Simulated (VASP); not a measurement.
# Zr (Fm-3m) in VASP: notebook, part 2 of 2

VASP 6.6.1.

### Step 4. Single point, PBE

This run uses another cell than the first one, of 22.93 Å³/atom, 1.064 times its volume.

Contents of INCAR:

```
PREC = Accurate ; ENCUT = 520
EDIFF = 1E-7 ; ISMEAR = -1
SIGMA = 0.05 ; LREAL = False
LASPH = True ; NELM = 80
ALGO = Normal ; ISIF = 2
LWAVE = False ; LCHARG = False
GGA = PE ; NBANDS = 12
```

Contents of KPOINTS:

```
Automatic mesh
0
Gamma
  10 10 10
```

Contents of POSCAR:

```
Zr
1.0
    0.0000000000      2.2550000000      2.2550000000
    2.2550000000      0.0000000000      2.2550000000
    2.2550000000      2.2550000000      0.0000000000
Zr
1
Direct
    0.0000000000      0.0000000000      0.0000000000
```

Potentials or basis: VASP PAW PBE potentials, release 64 (Zr_sv).

Launch:

```bash
$ cat potpaw_PBE.64/Zr_sv/POTCAR > POTCAR
$ mpirun -np 1 vasp_std > vasp.out
```

OUTCAR:

```text
PREC = Accurate
   ENCUT = 520
   EDIFF = 1E-7
   ISMEAR = -1
   LREAL = False
   LASPH = True
   NELM = 80
   ISIF = 2
   GGA = PE

 ion  position               nearest neighbor table
   1  0.000  0.000  0.000-

  LATTYP: Found a face centered cubic cell.
 ALAT       =     4.5100000000

  Lattice vectors:

 A1 = (   0.0000000000,   2.2550000000,   2.2550000000)
 A2 = (   2.2550000000,   0.0000000000,   2.2550000000)
 A3 = (   2.2550000000,   2.2550000000,   0.0000000000)

Analysis of symmetry for initial positions (statically):
=====================================================================
 Subroutine PRICEL returns:
 Original cell was already a primitive cell.

 Routine SETGRP: Setting up the symmetry group for a
 face centered cubic supercell.

 Subroutine GETGRP returns: Found 48 space group operations
[... 9 lines left out ...]

 Routine SETGRP: Setting up the symmetry group for a
 face centered cubic supercell.

 Subroutine GETGRP returns: Found 48 space group operations
[... 11 lines left out ...]
                                     Primitive cell

  volume of cell :      22.9335

  direct lattice vectors                    reciprocal lattice vectors
     0.000000000  2.255000000  2.255000000    -0.221729490  0.221729490  0.221729490
     2.255000000  0.000000000  2.255000000     0.221729490 -0.221729490  0.221729490
     2.255000000  2.255000000  0.000000000     0.221729490  0.221729490 -0.221729490

  length of vectors
     3.189051583  3.189051583  3.189051583     0.384046742  0.384046742  0.384046742

  position of ions in fractional coordinates (direct lattice)
     0.000000000  0.000000000  0.000000000

  ion indices of the primitive-cell ions
   primitive index   ion index
                 1           1

----------------------------------------------------------------------------------------

 KPOINTS: Automatic mesh

Automatic generation of k-mesh.
 Grid dimensions read from file:
 generate k-points for:   10   10   10

 Generating k-lattice:

  Cartesian coordinates                     Fractional coordinates (reciprocal lattice)
    -0.022172949  0.022172949  0.022172949     0.100000000  0.000000000  0.000000000
     0.022172949 -0.022172949  0.022172949     0.000000000  0.100000000  0.000000000
     0.022172949  0.022172949 -0.022172949     0.000000000  0.000000000  0.100000000

  Length of vectors
     0.038404674  0.038404674  0.038404674

  Shift w.r.t. Gamma in fractional coordinates (k-lattice)
     0.000000000  0.000000000  0.000000000

 Subroutine IBZKPT returns following result:
 ===========================================

 Found     47 irreducible k-points:

 Following reciprocal coordinates:
            Coordinates               Weight
  0.000000  0.000000  0.000000      1.000000
  0.100000  0.000000  0.000000      8.000000
  0.200000  0.000000  0.000000      8.000000
  0.300000  0.000000  0.000000      8.000000
  0.400000  0.000000  0.000000      8.000000
  0.500000  0.000000  0.000000      4.000000
[... 16 lines left out ...]
  0.300000  0.300000  0.000000      6.000000
  0.400000  0.300000  0.000000     24.000000
 [... further k-points ...]
   k-points           NKPTS =     47   k-points in BZ     NKDIM =     47   number of bands    NBANDS=     12
   number of dos      NEDOS =    301   number of ions     NIONS =      1
   total plane-waves  NPLWV =  13824
   dimension x,y,z NGX =    24 NGY =   24 NGZ =   24
   dimension x,y,z NGXF=    48 NGYF=   48 NGZF=   48
   ions per type =               1
   NGX,Y,Z   is equivalent  to a cutoff of  12.51, 12.51, 12.51 a.u.
   NGXF,Y,Z  is equivalent  to a cutoff of  25.02, 25.02, 25.02 a.u.
 SYSTEM =  unknown system
   PREC   = accura    normal or accurate (medium, high low for compatibility)
   ISTART =      0    job   : 0-new  1-cont  2-samecut
   ICHARG =      2    charge: 1-file 2-atom 10-const
   ISPIN  =      1    spin polarized calculation?
   LNONCOLLINEAR =      F non collinear calculations
   LSORBIT =      F    spin-orbit coupling
   LASPH  =      T    aspherical Exc in radial PAW
   ENCUT  =  520.0 eV  38.22 Ry    6.18 a.u.   5.93  5.93  5.93*2*pi/ulx,y,z
   NELM   =     80;   NELMIN=  2; NELMDL= -5     # of ELM steps
   EDIFF  = 0.1E-06   stopping-criterion for ELM
   LREAL  =      F    real-space projection
   EDIFFG = 0.1E-05   stopping-criterion for IOM
   NSW    =      0    number of steps for IOM
   IBRION =     -1    ionic relax: 0-MD 1-quasi-New 2-CG
   NFREE  =      0    steps in history (QN), initial steepest desc. (CG)
   ISIF   =      2    stress and relaxation
   ISYM   =      2    0-nonsym 1-usesym 2-fastsym
   POTIM  = 0.5000    time-step for ionic-motion
   TEBEG  =    0.0;   TEEND  =   0.0 temperature during run
   PSTRESS=    0.0 pullay stress
   NELECT =      12.0000    total number of electrons
   NUPDOWN=      -1.0000    fix difference up-down
   EMIN   =  10.00;   EMAX   =-10.00  energy-range for DOS
[... 5 lines left out ...]
     AMIX     =   0.40;   BMIX     =  1.00
     AMIX_MAG =   1.60;   BMIX_MAG =  1.00
  volume/ion in A,a.u.               =      22.93       154.76
  Fermi-wavevector in a.u.,A,eV,Ry     =   1.319204  2.492935 23.678216  1.740300
  Thomas-Fermi vector in A             =   2.449119
   LORBIT       =      0    0 simple, 1 ext, 2 COOP (PROOUT), +10 PAW based schemes
   GGA     = PE    functional components
   LHFCALC =     F    Hartree Fock is set to
   AEXX    =    0.0000 exact exchange contribution
   IVDW    =     0    specifies the selected vdW correction
   LEPSILON=     F    determine dielectric tensor
   LRPA    =     F    only Hartree local field effects (RPA)
 non-spin polarized calculation
  energy-cutoff  :      520.00
  volume of cell :       22.93
 maximum number of plane-waves:       636
   NGX = 11   NGY = 11   NGZ = 11

 number of electron      12.0000000 magnetization

 Free energy of the ion-electron system (eV)
  ---------------------------------------------------
  ext. energy  EPLUGINS =         0.00000000
  ---------------------------------------------------
  free energy    TOTEN  =        -8.48633242 eV

  energy without entropy =       -8.47421062  energy(sigma->0) =       -8.48027152

 E-fermi :   9.0466     XC(G=0): -11.1511

 val. band max:        9.0448116484   @ k =   0.4000   0.1000   0.0000
 cond. band min:       9.0800712421   @ k =   0.3000   0.0000   0.0000
 fundamental gap:      0.0352595937
 Fermi energy:         9.0466277509

 k-point     1 :       0.0000    0.0000    0.0000
  band No.  band energies     occupation
      1     -39.6237      2.00000
      2     -17.1188      2.00000
      3     -17.1188      2.00000
      4     -17.1188      2.00000
      5       3.4783      2.00000
      6      10.0393      0.00000
      7      10.0393      0.00000
      8      10.0393      0.00000
      9      12.4974      0.00000
     10      12.4974      0.00000
     11      19.5831      0.00000
     12      23.8139      0.00000

 k-point     2 :       0.1000    0.0000    0.0000
  band No.  band energies     occupation
      1     -39.6096      2.00000
      2     -17.2212      2.00000
      3     -17.1314      2.00000
      4     -17.1314      2.00000
      5       3.8008      2.00000
      6       9.7547      0.00000
      7      10.1843      0.00000
      8      10.1843      0.00000
      9      12.3587      0.00000
     10      12.3587      0.00000
     11      20.2542      0.00000
     12      22.6408      0.00000

 k-point     3 :       0.2000    0.0000    0.0000
  band No.  band energies     occupation
      1     -39.5726      2.00000
      2     -17.4823      2.00000
      3     -17.1643      2.00000
      4     -17.1643      2.00000
      5       4.6463      2.00000
      6       9.2254      0.05451
      7      10.3969      0.00000
      8      10.3969      0.00000
      9      12.2947      0.00000
     10      12.2947      0.00000
     11      20.6223      0.00000
     12      22.2186      0.00000
[... 286 lines left out ...]
 k-point    23 :       0.3000    0.3000    0.0000
  band No.  band energies     occupation
      1     -39.4945      2.00000
      2     -17.7579      2.00000
      3     -17.3543      2.00000
      4     -17.3543      2.00000
      5       6.0930      2.00000
      6       7.6671      2.00000
      7      10.1963      0.00000
      8      12.2935      0.00000
      9      12.2935      0.00000
     10      13.5998      0.00000
     11      22.8723      0.00000
     12      22.8723      0.00000

 k-point    24 :       0.4000    0.3000    0.0000
  band No.  band energies     occupation
      1     -39.4647      2.00000
      2     -17.8868      2.00000
      3     -17.4269      2.00000
      4     -17.3936      2.00000
      5       6.4163      2.00000
      6       7.4385      2.00000
      7      10.1521      0.00000
      8      12.5128      0.00000
      9      13.5410      0.00000
     10      14.1971      0.00000
     11      20.7390      0.00000
     12      21.8685      0.00000

 [... further k-points ...]
[... 5 lines left out ...]
  --------------------------------------------------------------------------------------
  -------------------------------------------------------------------------------------
  Total        0.1772950      0.1772950      0.1772950     -0.0000000     -0.0000000     -0.0000000
  in kB       12.3861813     12.3861813     12.3861813     -0.0000000     -0.0000000     -0.0000000
  external PRESSURE =      12.3861813 kB  Pullay stress =       0.0000000 kB

 VOLUME and BASIS-vectors are now :
 -----------------------------------------------------------------------------
  energy-cutoff  :      520.00
  volume of cell :       22.93
      direct lattice vectors                 reciprocal lattice vectors
     0.000000000  2.255000000  2.255000000    -0.221729490  0.221729490  0.221729490
     2.255000000  0.000000000  2.255000000     0.221729490 -0.221729490  0.221729490
     2.255000000  2.255000000  0.000000000     0.221729490  0.221729490 -0.221729490

 POSITION                                       TOTAL-FORCE (eV/Angst)
 -----------------------------------------------------------------------------------
      0.00000      0.00000      0.00000         0.000000      0.000000      0.000000
 -----------------------------------------------------------------------------------
    total drift:                               -0.000000      0.000000      0.000000

  FREE ENERGIE OF THE ION-ELECTRON SYSTEM (eV)
  ---------------------------------------------------
  free  energy   TOTEN  =        -8.4863324229 eV

  energy  without entropy=       -8.4742106181  energy(sigma->0) =       -8.48027152
```

stdout:

```text
POSCAR found type information on POSCAR Zr
 POSCAR found :  1 types and       1 ions
 scaLAPACK will be used
 LDA part: xc-table for (Slater+PW92), standard interpolation
 POSCAR, INCAR and KPOINTS ok, starting setup
 FFT: planning ... GRIDC
 FFT: planning ... GRID_SOFT
 FFT: planning ... GRID
 WAVECAR not read
 entering main loop
```

Wall time 7.5 s (1 thread of Intel Xeon Platinum 8259CL at 2.50GHz (Skylake/Cascade Lake), shared host); peak memory 0.14 GiB.

What came out:

```yaml
Free_energy: -8.4863 eV
Pressure: 1.2 GPa
Band_gap_on_the_k_mesh: zero (band 6 reaches 10.04 eV, above the bottom of band 7 at 8.75 eV)
```

Levels at points of the mesh, in eV from the Fermi level:
| k point | band 4 | band 5 | band 6 | band 7 | band 8 | band 9 |
| --- | --- | --- | --- | --- | --- | --- |
| (0.00, 0.00, 0.00) | -26.17 | -5.57 | 0.99 | 0.99 | 0.99 | 3.45 |
| (0.50, 0.00, 0.00) | -26.30 | -2.97 | 0.81 | 0.81 | 1.16 | 5.27 |
| (0.50, 0.50, 0.00) | -26.52 | -3.02 | -2.22 | 3.08 | 5.27 | 5.78 |

### Step 5. Single point, PBE (volume scaled by 0.98)

Contents of INCAR:

```
  PREC = Accurate
  ENCUT = 520
  EDIFF = 1E-6
  ISMEAR = -1
  SIGMA = 0.05
  LREAL = F
  LASPH = T
  NELM = 60
  ALGO = Fast
  ISIF = 2
  LWAVE = F
  LCHARG = F
  GGA = PE
  NBANDS = 12
```

Contents of KPOINTS:

```
regular mesh
0
Gamma
  10 10 10
```

Contents of POSCAR:

```
Zr
1.0
    0.0000000000      2.2398653158      2.2398653158
    2.2398653158      0.0000000000      2.2398653158
    2.2398653158      2.2398653158      0.0000000000
Zr
1
Direct
    0.0000000000      0.0000000000      0.0000000000
```

Potentials or basis: VASP PAW PBE potentials, release 64 (Zr_sv).

Launch:

```bash
$ cat potpaw_PBE.64/Zr_sv/POTCAR > POTCAR
$ mpirun -np 1 vasp_std > vasp.out
```

OUTCAR:

```text
PREC = Accurate
   ENCUT = 520
   EDIFF = 1E-6
   ISMEAR = -1
   LREAL = F
   LASPH = T
   NELM = 60
   ISIF = 2
   GGA = PE

 ion  position               nearest neighbor table
   1  0.000  0.000  0.000-

  LATTYP: Found a face centered cubic cell.
 ALAT       =     4.4797306316

  Lattice vectors:

 A1 = (   0.0000000000,   2.2398653158,   2.2398653158)
 A2 = (   2.2398653158,   0.0000000000,   2.2398653158)
 A3 = (   2.2398653158,   2.2398653158,   0.0000000000)

Analysis of symmetry for initial positions (statically):
[... 528 lines left out ...]
      4     -17.1126      2.00000
      5       6.6053      2.00000
      6       7.6128      2.00000
      7      10.4310      0.00000
      8      12.8134      0.00000
      9      13.8757      0.00000
     10      14.5479      0.00000
     11      21.1889      0.00000
     12      22.3208      0.00000

 [... further k-points ...]
[... 5 lines left out ...]
  --------------------------------------------------------------------------------------
  -------------------------------------------------------------------------------------
  Total        0.4466547      0.4466547      0.4466547      0.0000000     -0.0000000      0.0000000
  in kB       31.8410083     31.8410083     31.8410083      0.0000000     -0.0000000      0.0000000
  external PRESSURE =      31.8410083 kB  Pullay stress =       0.0000000 kB

 VOLUME and BASIS-vectors are now :
 -----------------------------------------------------------------------------
  energy-cutoff  :      520.00
  volume of cell :       22.47
      direct lattice vectors                 reciprocal lattice vectors
     0.000000000  2.239865316  2.239865316    -0.223227708  0.223227708  0.223227708
     2.239865316  0.000000000  2.239865316     0.223227708 -0.223227708  0.223227708
     2.239865316  2.239865316  0.000000000     0.223227708  0.223227708 -0.223227708

 POSITION                                       TOTAL-FORCE (eV/Angst)
 -----------------------------------------------------------------------------------
      0.00000      0.00000      0.00000         0.000000      0.000000      0.000000
 -----------------------------------------------------------------------------------
    total drift:                                0.000000      0.000000     -0.000000

  FREE ENERGIE OF THE ION-ELECTRON SYSTEM (eV)
  ---------------------------------------------------
  free  energy   TOTEN  =        -8.4798173029 eV

  energy  without entropy=       -8.4677283558  energy(sigma->0) =       -8.47377283
```

Run time: 10 s. Hardware: 1 thread of Intel Xeon Platinum 8259CL at 2.50GHz (Skylake/Cascade Lake), shared host; peak memory 0.14 GiB.

What came out:

- Free energy: -8.4798 eV
- Pressure: 3.2 GPa
- Band gap on the k mesh: zero (band 6 reaches 10.27 eV, above the bottom of band 7 at 8.96 eV)

Caveat: the cell differs from its parent crystal (volume scaled by 0.98).

### Step 6. Single point, PBE

This run uses another cell than the first one, of 22.93 Å³/atom, 1.064 times its volume.

Contents of INCAR:

```
SYSTEM = Zr
PREC = Accurate
ENCUT = 520
EDIFF = 1E-6
ISMEAR = -1
SIGMA = 0.05
LREAL = .False.
LASPH = .True.
NELM = 60
ALGO = Fast
ISIF = 2
LWAVE = .False.
LCHARG = .True.
GGA = PE
LELF = .True.
LVHAR = .True.
NBANDS = 12
```

Contents of KPOINTS:

```
regular mesh
0
Gamma
  10 10 10
  0 0 0
```

Contents of POSCAR:

```
Zr
1.0
    0.0000000000      2.2550000000      2.2550000000
    2.2550000000      0.0000000000      2.2550000000
    2.2550000000      2.2550000000      0.0000000000
Zr
1
Direct
    0.0000000000      0.0000000000      0.0000000000
```

Potentials or basis: VASP PAW PBE potentials, release 64 (Zr_sv).

Launch:

```bash
$ cat potpaw_PBE.64/Zr_sv/POTCAR > POTCAR
$ mpirun -np 1 vasp_std > vasp.out
```

Wall time 10 s (1 thread of Intel Xeon Platinum 8259CL at 2.50GHz (Skylake/Cascade Lake), shared host); peak memory 0.14 GiB.

Results (log left out):

| Quantity | Value |
| --- | --- |
| Free energy | -8.4863 eV |
| Pressure | 1.3 GPa |
| Band gap on the k mesh | zero (band 6 reaches 10.04 eV, above the bottom of band 7 at 8.75 eV) |

Levels at points of the mesh, in eV from the Fermi level:
| k point | band 3 | band 4 | band 5 | band 6 | band 7 | band 8 | band 9 | band 10 |
| --- | --- | --- | --- | --- | --- | --- | --- | --- |
| (0.00, 0.00, 0.00) | -26.17 | -26.17 | -5.57 | 0.99 | 0.99 | 0.99 | 3.45 | 3.45 |
| (0.50, 0.00, 0.00) | -26.30 | -26.30 | -2.97 | 0.81 | 0.81 | 1.16 | 5.27 | 5.27 |
| (0.50, 0.50, 0.00) | -26.52 | -26.52 | -3.02 | -2.22 | 3.08 | 5.27 | 5.78 | 5.78 |

### Step 7. The runs side by side

```tsv
cell	gap on the mesh (eV)	pressure (GPa)
a = 3.124 Å, angles 60.0°, 1 atom	none	7.6
a = 3.146 Å, angles 60.0°, 1 atom	none	5.3
a = 3.189 Å, angles 60.0°, 1 atom	none	1.3
a = 3.168 Å, angles 60.0°, 1 atom	none	3.2
```

Alike in all rows: task single point; level PBE; potentials or basis VASP PAW PBE potentials, release 64 (Zr_sv); no spin polarisation; k mesh 10 × 10 × 10; cutoff (eV) 520; smearing fermi-dirac 0.05 eV.

Absolute energies hang on the potentials; compare differences alone.
